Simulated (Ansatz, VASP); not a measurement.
## CdAg4: VASP beside Ansatz

Contents of INCAR:

```
ALGO = Normal
DIPOL = 0.5 0.5 0.500
EDIFF = 1E-7
ENCUT = 520
IDIPOL = 3
ISIF = 2
ISMEAR = -1
LASPH = True
LCHARG = False
LDIPOL = True
LREAL = False
LWAVE = False
NBANDS = 36
NELM = 80
PREC = Accurate
SIGMA = 0.05
```

Contents of KPOINTS:

```
k-points
0
Gamma
  13 13 1
```

POSCAR

```
CdAg4
1.0
    2.8284417091      0.0000000000      0.0000000000
   -1.4142208546      2.4495023732      0.0000000000
    0.0000000000      0.0000000000     25.2377000000
Cd Ag
1 4
Direct
    0.8333333333      0.1666666667      0.3170187853
    0.1666666667      0.8333333333      0.4083699060
    0.5000000000      0.5000000000      0.5000000003
    0.8333333333      0.1666666667      0.5916300942
    0.1666666667      0.8333333333      0.6829812142
```

Input for Ansatz:

```yaml
crystal:
  lattice:
    - [2.8284417091, 0.0, 0.0]
    - [-1.4142208546, 2.4495023732, 0.0]
    - [0.0, 0.0, 25.2377]
  atoms:
    - { symbol: Cd, position: [0.8333333333, 0.1666666667, 0.3170187853] }
    - { symbol: Ag, position: [0.1666666667, 0.8333333333, 0.408369906] }
    - { symbol: Ag, position: [0.5, 0.5, 0.5000000003] }
    - { symbol: Ag, position: [0.8333333333, 0.1666666667, 0.5916300942] }
    - { symbol: Ag, position: [0.1666666667, 0.8333333333, 0.6829812142] }
kpoints:
  mp_grid: { grid: [13, 13, 1] }
scf:
  occupations: { method: fermi_dirac, width: 0.05 }
  n_extra_bands: 4
hamiltonian:
  xc: lda
  pseudopotentials: { kind: all_electron, lapw: { basis_error: 0.001 } }
output:
  forces: true
  stress: true
  eigenvalues: true
efield:
  axis: 3
  amplitude: 0
  dipole_correction: true
```

Alike in both runs: task single point; functional LDA; k mesh 13 × 13 × 1; occupations fermi-dirac, width 0.05 eV; no spin polarisation.

|  | VASP | Ansatz |
| --- | --- | --- |
| version | VASP 6.6.1 | Ansatz 0.2.0 |
| potentials or method | VASP PAW LDA potentials, release 64 (Cd, Ag), cutoff 520 eV | all-electron LAPW, scalar-relativistic |

|  | VASP | Ansatz | Ansatz less VASP |
| --- | --- | --- | --- |
| gap on the k mesh at the Fermi level (eV) | none | none | - |
| rms of the force components (eV/Å) | 0.227 | 0.208 | -0.0185 |

LDA's correlation is that of Perdew and Zunger in VASP and of Perdew and Wang (1992) in Ansatz. Atom by atom the forces differ by 0.019 eV/Å (rms over components). A gap of «none» marks a metal or a gap that the smearing closes. Ansatz ran all-electron here, and VASP with PAW potentials.
